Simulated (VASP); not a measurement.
A run of VASP 6.6.1 is set up as follows.

The input POSCAR:

```
BN
1.0
    1.2511200000      0.7223344688      3.3729333333
   -1.2511200000      0.7223344688      3.3729333333
    0.0000000000     -1.4446689376      3.3729333333
B N
1 1
Direct
    0.0003300000      0.0003300000      0.0003300000
    0.6672366667      0.6672366667      0.6672366667
```

File INCAR.step1:

```
ALGO = Normal ; EDIFF = 1E-5
ENCUT = 520 ; GGA = PE
GGA_COMPAT = False ; ISIF = 2
ISMEAR = 0 ; LASPH = True
LCHARG = False ; LREAL = False
LWAVE = True ; NBANDS = 11
NELM = 120 ; PREC = Accurate
SIGMA = 0.01
```

The input INCAR.step2:

```
AEXX = 0.2 ; AGGAC = 0.81
AGGAX = 0.72 ; ALDAC = 0.19
ALGO = Normal ; EDIFF = 1E-6
ENCUT = 520 ; GGA = B3
GGA_COMPAT = False ; ISIF = 2
ISMEAR = 0 ; ISTART = 1
LASPH = True ; LCHARG = False
LHFCALC = True ; LREAL = False
LWAVE = False ; NBANDS = 11
NELM = 120 ; PREC = Accurate
PRECFOCK = Normal ; SIGMA = 0.01
```

Contents of KPOINTS:

```
k-points
0
Gamma
  6 6 6
```

Potentials or basis: VASP PAW PBE potentials, release 64 (B, N).

The run is started by

```sh
$ cat potpaw_PBE.64/B/POTCAR potpaw_PBE.64/N/POTCAR > POTCAR
$ cp INCAR.step1 INCAR
$ mpirun -np 1 vasp_std > vasp.out
$ cp INCAR.step2 INCAR
$ mpirun -np 1 vasp_std > vasp.out
```

**Question.** Predict the pressure.

**Answer.** 0.6 GPa.

**Question.** What does it give for the band gap on the k mesh?

**Answer.** 5.98 eV (least direct gap 6.49 eV).

Stress tensor (GPa, compression positive):
```
-0.62  0.00  0.00
 0.00 -0.62  0.00
 0.00  0.00  3.15
```

Caveat: the k points lie up to 0.49 Å⁻¹ apart; the PAW data sets were made with another functional, which shifts forces and pressure a little. A k mesh can miss the band edges.
